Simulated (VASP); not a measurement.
Input of a VASP 6.6.1 run:

File POSCAR:

```
WS2
1.0
    3.1337323589      0.0000000000      0.0000000000
   -1.5668661795      2.7138918315      0.0000000000
    0.0000000000      0.0000000000     28.9544634796
W S
3 6
Direct
    0.6666666667      0.3333333333      0.5000000000
    0.3333333333      0.6666666667      0.7277660964
    0.3333333333      0.6666666667      0.2722339036
    0.6666666667      0.3333333333      0.7820924039
    0.6666666667      0.3333333333      0.3266133309
    0.3333333333      0.6666666667      0.5543463681
    0.6666666667      0.3333333333      0.6733866691
    0.6666666667      0.3333333333      0.2179075961
    0.3333333333      0.6666666667      0.4456536319
```

Contents of INCAR.step1:

```
PREC = Accurate ; ENCUT = 520
ISMEAR = 0 ; SIGMA = 0.02
LREAL = F ; LASPH = T
NELM = 60 ; NBANDS = 49
GGA = PE ; ALGO = Normal
EDIFF = 1E-4 ; LWAVE = T
LCHARG = F
```

File INCAR.step2:

```
PREC = Accurate ; ENCUT = 520
EDIFF = 1E-7 ; ISMEAR = 0
SIGMA = 0.02 ; LREAL = F
LASPH = T ; NELM = 60
ALGO = Normal ; ISIF = 2
LWAVE = F ; LCHARG = T
METAGGA = R2SCAN ; LMIXTAU = T
LELF = T ; LVHAR = T
NBANDS = 49 ; ISTART = 1
```

KPOINTS

```
regular mesh
0
Gamma
  12 12 1
```

Potentials or basis: VASP PAW PBE potentials, release 64 (W_sv, S).

Run with:

```console
$ cat potpaw_PBE.64/W_sv/POTCAR potpaw_PBE.64/S/POTCAR > POTCAR
$ cp INCAR.step1 INCAR
$ mpirun -np 1 vasp_std > vasp.out
$ cp INCAR.step2 INCAR
$ mpirun -np 1 vasp_std > vasp.out
```

Predict the band gap on the k mesh.

1.68 eV (least direct gap 2.11 eV).

Predict the largest force.

0.079 eV/Å.

Forces in eV/Å, atoms in the order of the input:
```
W    0.000  0.000  0.000
W    0.000  0.000 -0.015
W    0.000  0.000  0.015
S    0.000  0.000  0.074
S    0.000  0.000  0.062
S    0.000  0.000  0.079
S    0.000  0.000 -0.062
S    0.000  0.000 -0.074
S    0.000  0.000 -0.079
```

Caveat: the cell differs from its parent crystal (biaxial strain in the a-b plane: -1.5 %); there is no dipole correction, which matters where the two faces differ; the PAW data sets were made with another functional, which shifts forces and pressure a little; spin-orbit coupling is left out, which moves the levels of the heavy elements.
